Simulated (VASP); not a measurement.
A run of VASP 6.6.1 is set up as follows.

File INCAR:

```
SYSTEM = KBr
PREC = Accurate ; ENCUT = 520
EDIFF = 1E-6 ; ISMEAR = -1
SIGMA = 0.05 ; LREAL = .FALSE.
LASPH = .TRUE. ; NELM = 100
ALGO = Normal ; ISIF = 2
LWAVE = .FALSE. ; LCHARG = .FALSE.
GGA = PE ; NBANDS = 15
```

KPOINTS

```
Automatic mesh
0
G
  12 12 12
  0 0 0
```

File POSCAR:

```
KBr
1.0
    0.0000000000      3.3506473917      3.3506473917
    3.3506473917      0.0000000000      3.3506473917
    3.3506473917      3.3506473917      0.0000000000
K Br
1 1
Direct
    0.0000000000      0.0000000000      0.0000000000
    0.5000000000      0.5000000000      0.5000000000
```

Potentials or basis: VASP PAW PBE potentials, release 64 (K_sv, Br).

Launch:

```sh
$ cat potpaw_PBE.64/K_sv/POTCAR potpaw_PBE.64/Br/POTCAR > POTCAR
$ mpirun -np 1 vasp_std > vasp.out
```

(1) What does it give for the pressure?

(2) What does it give for the band gap on the k mesh?

## Answers

(1) 0.1 GPa.

(2) 4.31 eV, direct.
